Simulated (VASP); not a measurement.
# Ba (Fm-3m) in VASP: a series of runs

Runs on Ba. Level: PBE. Tasks: relaxation of cell and atoms, single point.

Everything below comes from runs of VASP 6.6.1. Logs are shortened: lines on timing, memory, paths and dates and some standing lists are left out, and cuts for length are marked.

## (1) The cell of the first run

The structure is cubic, space group Fm-3m (No. 225). Conventional cell: a = 6.300 Å, b = 6.300 Å, c = 6.300 Å, α = 90.00°, β = 90.00°, γ = 90.00°. Ba (site symmetry m-3m) has 12 Ba at 4.45 Å within 5.8 Å.

This isn't the form of Ba at room conditions, which is bcc.

## (2) Relaxation of cell and atoms, PBE

Contents of INCAR:

```
PREC = Accurate ; ENCUT = 600
EDIFF = 1E-7 ; ISMEAR = -1
SIGMA = 0.1 ; LREAL = F
LASPH = T ; NELM = 100
ALGO = Normal ; ISIF = 3
LWAVE = F ; LCHARG = F
GGA = PE ; IBRION = 2
NSW = 80 ; EDIFFG = -0.01
```

Contents of KPOINTS:

```
regular mesh
0
Gamma
  9 9 9
```

Contents of POSCAR:

```
Ba
1.0
    0.0000000000      3.1498026247      3.1498026247
    3.1498026247      0.0000000000      3.1498026247
    3.1498026247      3.1498026247      0.0000000000
Ba
1
Direct
    0.0000000000      0.0000000000      0.0000000000
```

Potentials or basis: VASP PAW PBE potentials, release 64 (Ba_sv).

The run is started by

```console
cat potpaw_PBE.64/Ba_sv/POTCAR > POTCAR
mpirun -np 1 vasp_std > vasp.out
```

OUTCAR:

```text
PREC = Accurate
   ENCUT = 600
   EDIFF = 1E-7
   ISMEAR = -1
   LREAL = F
   LASPH = T
   NELM = 100
   ISIF = 3
   GGA = PE
   IBRION = 2
   NSW = 80
   EDIFFG = -0.01

 ion  position               nearest neighbor table
   1  0.000  0.000  0.000-

  LATTYP: Found a face centered cubic cell.
 ALAT       =     6.2996052494

  Lattice vectors:

 A1 = (   0.0000000000,   3.1498026247,   3.1498026247)
 A2 = (   3.1498026247,   0.0000000000,   3.1498026247)
 A3 = (   3.1498026247,   3.1498026247,   0.0000000000)

Analysis of symmetry for initial positions (statically):
=====================================================================
 Subroutine PRICEL returns:
 Original cell was already a primitive cell.

 Routine SETGRP: Setting up the symmetry group for a
 face centered cubic supercell.

 Subroutine GETGRP returns: Found 48 space group operations
 (whereof 48 operations were pure point group operations)
 out of a pool of 48 trial point group operations.

The static configuration has the point symmetry O_h .

Analysis of symmetry for dynamics (positions and initial velocities):
=====================================================================
 Subroutine PRICEL returns:
 Original cell was already a primitive cell.

 Routine SETGRP: Setting up the symmetry group for a
 face centered cubic supercell.

 Subroutine GETGRP returns: Found 48 space group operations
 (whereof 48 operations were pure point group operations)
 out of a pool of 48 trial point group operations.

The dynamic configuration has the point symmetry O_h .

 Subroutine INISYM returns: Found 48 space group operations
 (whereof 48 operations are pure point group operations),
 and found     1 'primitive' translations

----------------------------------------------------------------------------------------

                                     Primitive cell

  volume of cell :      62.5000

  direct lattice vectors                    reciprocal lattice vectors
     0.000000000  3.149802625  3.149802625    -0.158740105  0.158740105  0.158740105
     3.149802625  0.000000000  3.149802625     0.158740105 -0.158740105  0.158740105
     3.149802625  3.149802625  0.000000000     0.158740105  0.158740105 -0.158740105

  length of vectors
     4.454493591  4.454493591  4.454493591     0.274945927  0.274945927  0.274945927

  position of ions in fractional coordinates (direct lattice)
     0.000000000  0.000000000  0.000000000

  ion indices of the primitive-cell ions
   primitive index   ion index
                 1           1

[... 90 lines left out ...]
     AMIX     =   0.40;   BMIX     =  1.00
     AMIX_MAG =   1.60;   BMIX_MAG =  1.00
  volume/ion in A,a.u.               =      62.50       421.77
  Fermi-wavevector in a.u.,A,eV,Ry     =   0.888754  1.679501 10.747016  0.789883
  Thomas-Fermi vector in A             =   2.010225
   LORBIT       =      0    0 simple, 1 ext, 2 COOP (PROOUT), +10 PAW based schemes
   GGA     = PE    functional components
   LHFCALC =     F    Hartree Fock is set to
   AEXX    =    0.0000 exact exchange contribution
   IVDW    =     0    specifies the selected vdW correction
   LEPSILON=     F    determine dielectric tensor
   LRPA    =     F    only Hartree local field effects (RPA)
 conjugate gradient relaxation of ions
 non-spin polarized calculation
  energy-cutoff  :      600.00
  volume of cell :       62.50
 maximum number of plane-waves:      2101
   NGX = 17   NGY = 17   NGZ = 17

--------------------------------------- Ionic step        1  -------------------------------------------

 number of electron      10.0000000 magnetization

 number of electron       9.9999999 magnetization

 Free energy of the ion-electron system (eV)
  ---------------------------------------------------
  ext. energy  EPLUGINS =         0.00000000
  ---------------------------------------------------
  free energy    TOTEN  =        -1.91714466 eV

  energy without entropy =       -1.86121125  energy(sigma->0) =       -1.88917795

------------------------ aborting loop because EDIFF is reached ----------------------------------------

  FORCE on cell =-STRESS in cart. coord.  units (eV):
  Direction    XX          YY          ZZ          XY          YZ          ZX
  --------------------------------------------------------------------------------------
  -------------------------------------------------------------------------------------
  Total        0.1071530      0.1071530      0.1071530      0.0000000      0.0000000     -0.0000000
  in kB        2.7468500      2.7468500      2.7468500      0.0000000      0.0000000     -0.0000000
  external PRESSURE =       2.7468500 kB  Pullay stress =       0.0000000 kB
[... 57 lines left out ...]
--------------------------------------- Ionic step        3  -------------------------------------------

 number of electron      10.0000001 magnetization

 Free energy of the ion-electron system (eV)
  ---------------------------------------------------
  ext. energy  EPLUGINS =         0.00000000
  ---------------------------------------------------
  free energy    TOTEN  =        -1.91886910 eV

  energy without entropy =       -1.86200155  energy(sigma->0) =       -1.89043532

 E-fermi :   1.6144     XC(G=0):  -7.3299

 val. band max:        1.5384374346   @ k =  -0.4444   0.4444   0.0000
 cond. band min:       1.6347930162   @ k =  -0.3333   0.3333   0.0000
 fundamental gap:      0.0963555816
 Fermi energy:         1.6143915217

 k-point     1 :       0.0000    0.0000    0.0000
  band No.  band energies     occupation
      1     -27.3315      2.00000
      2     -12.3001      2.00000
      3     -12.3001      2.00000
      4     -12.3001      2.00000
      5      -1.1728      2.00000
      6       3.3525      0.00000
      7       3.3525      0.00000
      8       3.3525      0.00000
      9       4.8746      0.00000
[... 265 lines left out ...]
 k-point    24 :       0.4444    0.4444    0.0000
  band No.  band energies     occupation
      1     -27.2851      2.00000
      2     -12.6874      2.00000
      3     -12.4481      2.00000
      4     -12.4481      2.00000
      5       0.8127      1.99934
      6       1.4893      1.55489
      7       3.4352      0.00000
      8       5.9688      0.00000
      9       5.9784      0.00000

 [... further k-points ...]

------------------------ aborting loop because EDIFF is reached ----------------------------------------

  FORCE on cell =-STRESS in cart. coord.  units (eV):
  Direction    XX          YY          ZZ          XY          YZ          ZX
  --------------------------------------------------------------------------------------
  -------------------------------------------------------------------------------------
  Total       -0.0003404     -0.0003404     -0.0003404     -0.0000000     -0.0000000      0.0000000
  in kB       -0.0084493     -0.0084493     -0.0084493     -0.0000000     -0.0000000      0.0000000
  external PRESSURE =      -0.0084493 kB  Pullay stress =       0.0000000 kB
[... 16 lines left out ...]
  FREE ENERGIE OF THE ION-ELECTRON SYSTEM (eV)
  ---------------------------------------------------
  free  energy   TOTEN  =        -1.9188690997 eV

  energy  without entropy=       -1.8620015496  energy(sigma->0) =       -1.89043532

 reached required accuracy - stopping structural energy minimisation
```

Run time: 62 s. Hardware: 1 thread of Intel Xeon 8259CL, shared host; peak memory 0.21 GiB.

What came out:

```
Free energy                           : -1.9189 eV
Relaxed volume                        : 64.54 Å³/atom
Relaxed cell                          : a = 4.503 Å, b = 4.503 Å, c = 4.503 Å, α = 60.00°, β = 60.00°, γ = 60.00°
Space group after relaxing (to 0.1 Å) : Fm-3m (No. 225)
Energy gained by relaxing             : 1.7 meV/atom
Ionic steps                           : 3
Pressure after relaxing               : 0.0 GPa
Band gap on the k mesh                : zero (bands 5 and 6 overlap by 0.21 eV)
```

The path:
| step | energy change (eV) | largest force (eV/Å) | pressure (GPa) | volume (Å³) |
| --- | --- | --- | --- | --- |
| 1 | 0.0000 | 0.0000 | 0.27 | 62.50 |
| 2 | -0.0013 | 0.0000 | 0.14 | 63.47 |
| 3 | -0.0017 | 0.0000 | 0.00 | 64.54 |

Final structure:
```xyz
1
Lattice="0.0000 3.1838 3.1838 3.1838 0.0000 3.1838 3.1838 3.1838 0.0000" Properties=species:S:1:pos:R:3 pbc="T T T"
Ba    0.0000    0.0000    0.0000
```

Caveat: spin-orbit coupling is left out, which moves the levels of the heavy elements.

## (3) Single point, PBE

This run uses another cell than the first one, of 64.17 Å³/atom.

Contents of INCAR:

```
SYSTEM = Ba
ALGO = Normal
EDIFF = 1E-7
ENCUT = 520
GGA = PE
ISIF = 2
ISMEAR = -1
LASPH = .TRUE.
LCHARG = .TRUE.
LELF = .TRUE.
LREAL = .FALSE.
LVHAR = .TRUE.
LWAVE = .FALSE.
NBANDS = 11
NELM = 80
PREC = Accurate
SIGMA = 0.1
```

Contents of KPOINTS:

```
k-points
0
G
  14 14 14
  0 0 0
```

Contents of POSCAR:

```
Ba
1.0
    0.0000000000      3.1775819368      3.1775819368
    3.1775819368      0.0000000000      3.1775819368
    3.1775819368      3.1775819368      0.0000000000
Ba
1
Direct
    0.0000000000      0.0000000000      0.0000000000
```

Potentials or basis: VASP PAW PBE potentials, release 64 (Ba_sv).

The run is started by

```console
cat potpaw_PBE.64/Ba_sv/POTCAR > POTCAR
mpirun -np 1 vasp_std > vasp.out
```

Wall time 60 s (1 thread of Intel Xeon 8259CL, shared host); peak memory 0.24 GiB.

The run converged. Its results:

| Quantity | Value |
| --- | --- |
| Free energy | -1.9186 eV |
| Pressure | 0.1 GPa |
| Band gap on the k mesh | zero (bands 5 and 6 overlap by 0.26 eV) |

Levels at points of the mesh, in eV from the Fermi level:
```tsv
k point	band 1	band 2	band 3	band 4	band 5	band 6	band 7	band 8	band 9	band 10
(0.00, 0.00, 0.00)	-28.93	-13.89	-13.89	-13.89	-2.78	1.75	1.75	1.75	3.28	3.28
(0.50, 0.00, 0.00)	-28.89	-14.33	-13.95	-13.95	-0.95	1.00	1.61	1.61	4.45	4.45
(0.50, 0.50, 0.00)	-28.88	-14.30	-14.05	-14.05	-0.80	-0.16	1.99	4.47	4.81	4.81
```

Caveat: spin-orbit coupling is left out, which moves the levels of the heavy elements.

[end of part 1 of 2]

The gap in the log of VASP goes by the Fermi energy; the results here count the filled bands.